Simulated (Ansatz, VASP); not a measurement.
# One calculation of WS2, two programs

```
CELL_PARAMETERS angstrom
3.18352 0.00000 0.00000
-1.59176 2.75701 0.00000
0.00000 0.00000 16.95058
ATOMIC_POSITIONS crystal
W 0.00000 0.00000 0.00000
S 0.33333 0.66667 0.09200
S 0.33333 0.66667 0.90800
```

Alike in both runs: task relaxation of cell and atoms; functional PBE; k mesh 10 × 10 × 2; occupations fermi-dirac, width 0.05 eV; no spin polarisation.

|  | VASP | Ansatz |
| --- | --- | --- |
| version | VASP 6.6.1 | Ansatz 0.2.0 |
| potentials or method | VASP PAW PBE potentials, release 64 (W_sv, S) | Ansatz PAW |
| plane-wave cutoff (eV) | 600 | 420 |
| valence electrons in the cell | 26 | 26 |

Ansatz gave:

```
gap on the k mesh at the Fermi level, each at its own relaxed structure (eV) : 2.03
relaxed volume (Å³/atom)                                                     : 49.75
relaxed cell length with the largest relative difference (Å)                 : 16.951
```

Problem. Estimate VASP's values.

Solution. gap on the k mesh at the Fermi level, each at its own relaxed structure (eV): 2.05; relaxed volume (Å³/atom): 49.93; relaxed cell length with the largest relative difference (Å): 17.026.

Spin-orbit coupling is off throughout. Noted on Ansatz's run: the plane-wave basis is chosen anew once the cell has moved, so the energies of steps on either side of that aren't comparable.
